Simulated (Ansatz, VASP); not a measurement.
Ta4C3: VASP beside Ansatz

File INCAR:

```
SYSTEM = Ta4C3
PREC     = Accurate       ! precision mode
ENCUT    = 520            ! plane-wave cutoff, eV
EDIFF    = 1E-6           ! SCF threshold, eV
ISMEAR   = 0              ! smearing method
SIGMA    = 0.15           ! smearing width, eV
LREAL    = .FALSE.        ! projectors in reciprocal space
LASPH    = .TRUE.         ! aspherical terms in the spheres
NELM     = 60             ! most SCF steps
ALGO     = Fast           ! electronic algorithm
ISIF     = 2              ! what is computed and relaxed
LWAVE    = .FALSE.        ! write WAVECAR
LCHARG   = .FALSE.        ! write CHGCAR
GGA      = PS             ! functional
NBANDS   = 37             ! bands
```

KPOINTS

```
regular mesh
0
G
  14 14 4
  0 0 0
```

The input POSCAR:

```
Ta4C3
1.0
   -3.1032734570      0.0000000000      0.0000000000
   -1.5516367285     -2.6875136487      0.0000000000
    1.2413093828      0.8958378829     10.1645109918
Ta C
4 3
Direct
    0.3544355443      0.3733722062      0.1893666186
    0.5301981203      0.6244616004      0.9426348013
    0.1398076674      0.2096180962      0.6981042887
    0.7491532064      0.7943974378      0.4524423133
    0.4448904537      0.5025935053      0.5770305159
    0.9902869527      0.9960170753      0.0573012258
    0.0522530622      0.0845400888      0.3228702664
```

Input for Ansatz:

```yaml
crystal:
  lattice:
    - [-3.103273457, 0.0, 0.0]
    - [-1.5516367285, -2.6875136487, 0.0]
    - [1.2413093828, 0.8958378829, 10.1645109918]
  atoms:
    - { symbol: Ta, position: [0.3544355443, 0.3733722062, 0.1893666186] }
    - { symbol: Ta, position: [0.5301981203, 0.6244616004, 0.9426348013] }
    - { symbol: Ta, position: [0.1398076674, 0.2096180962, 0.6981042887] }
    - { symbol: Ta, position: [0.7491532064, 0.7943974378, 0.4524423133] }
    - { symbol: C, position: [0.4448904537, 0.5025935053, 0.5770305159] }
    - { symbol: C, position: [0.9902869527, 0.9960170753, 0.0573012258] }
    - { symbol: C, position: [0.0522530622, 0.0845400888, 0.3228702664] }
basis:
  ecutwfc: 420
kpoints:
  mp_grid: { grid: [14, 14, 4] }
hamiltonian:
  xc: pbesol
scf:
  occupations: { method: gaussian, width: 0.15 }
output:
  forces: true
  stress: true
  eigenvalues: true
  write_density: true
  write_potential: true
  elf: true
  volumetric_format: npy
```

Alike in both runs: task single point; functional PBEsol; k mesh 14 × 14 × 4; occupations gaussian, width 0.15 eV; no spin polarisation.

```csv
,VASP,Ansatz
version,VASP 6.6.1,Ansatz 0.2.0
potentials or method,"VASP PAW PBE potentials, release 64 (Ta_pv, C), cutoff 520 eV","scalar-relativistic, plane waves, PAW"
valence electrons in the cell,56,64
```

VASP gave:

| Item | Value |
| --- | --- |
| gap on the k mesh at the Fermi level (eV) | none |
| pressure (GPa) | 3.4 |
| traceless stress, the component that is largest in VASP (GPa) | 7.67 |
| rms of the force components (eV/Å) | 1.110 |

Q: Estimate Ansatz's values.

A: gap on the k mesh at the Fermi level (eV): none; pressure (GPa): 2.6; traceless stress, the component that is largest in VASP (GPa): 7.60; rms of the force components (eV/Å): 1.092.

VASP's potentials were made for PBE, not for PBEsol. Atom by atom the forces differ by 0.024 eV/Å (rms over components). A gap of «none» marks a metal or a gap that the smearing closes. VASP's potentials hold 56 valence electrons a cell and Ansatz's 64, so a difference there can come from the potentials and not from the codes.

Spin-orbit coupling is off throughout.
